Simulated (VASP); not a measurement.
Crystal: Ag2O.

```
Ag O
1.0
     4.81198    0.00000    0.00000
     0.00000    4.81198    0.00000
     0.00000    0.00000    4.81198
Ag O
4 2
Direct
  0.25000 0.25000 0.25000
  0.25000 0.75000 0.75000
  0.75000 0.75000 0.25000
  0.75000 0.25000 0.75000
  0.00000 0.00000 0.00000
  0.50000 0.50000 0.50000
```

* Program: VASP 6.6.1
* Task: relaxation of cell and atoms
* Functional: PBE
* Dispersion: D3(BJ)
* Potentials or basis: VASP PAW PBE potentials, release 64 (Ag, O)
* Cutoff: 600 eV
* k mesh: 8 × 8 × 8
* Occupations: gaussian, width 0.1 eV
* Spin: no spin polarisation

At the start: pressure -2.8 GPa; volume 18.57 Å³/atom.

Question: How do energy, volume and symmetry change on relaxing?

Answer: Over 3 steps the energy falls by 6.3 meV/atom and the volume is 17.87 Å³/atom (-3.8 %); space group Pn-3m (No. 224, to 0.1 Å) before and after.

Step by step:
```tsv
step	energy change (eV)	largest force (eV/Å)	pressure (GPa)	volume (Å³)
1	0.0000	0.0000	-2.76	111.42
2	-0.0361	0.0000	0.65	106.34
3	-0.0378	0.0000	0.00	107.20
```

Final structure:
```
Ag O
1.0
     4.75040    0.00000    0.00000
     0.00000    4.75040    0.00000
     0.00000    0.00000    4.75040
Ag O
4 2
Direct
  0.25000 0.25000 0.25000
  0.25000 0.75000 0.75000
  0.75000 0.75000 0.25000
  0.75000 0.25000 0.75000
  0.00000 0.00000 0.00000
  0.50000 0.50000 0.50000
```
